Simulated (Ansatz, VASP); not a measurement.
## Two plane-wave programs on Ag

```
Ag
1.0
     2.88738    0.00000    0.00000
    -1.44369    2.50054    0.00000
     0.00000    0.00000    9.52663
Ag
4
Direct
  0.33333 0.66667 0.25000
  0.66667 0.33333 0.75000
  0.00000 0.00000 0.00000
  0.00000 0.00000 0.50000
```

Alike in both runs: task single point; functional RPBE; k mesh 14 × 14 × 4; occupations fermi-dirac, width 0.1 eV; no spin polarisation.

|  | VASP | Ansatz |
| --- | --- | --- |
| version | VASP 6.6.1 | Ansatz 0.2.0 |
| potentials or method | VASP PAW PBE potentials, release 64 (Ag), cutoff 520 eV | plane waves (420 eV) with PAW, scalar-relativistic |
| valence electrons in the cell | 44 | 76 |

VASP gave:

```
pressure (GPa)                                                : 7.9
traceless stress, the component that is largest in VASP (GPa) : -0.95
```

Problem. Which values does Ansatz return?

Solution. Pressure (GPa): 8.0; traceless stress, the component that is largest in VASP (GPa): -0.95.

VASP's potentials were made for PBE, not for RPBE. VASP's potentials hold 44 valence electrons a cell and Ansatz's 76, so a difference there can come from the potentials and not from the codes.
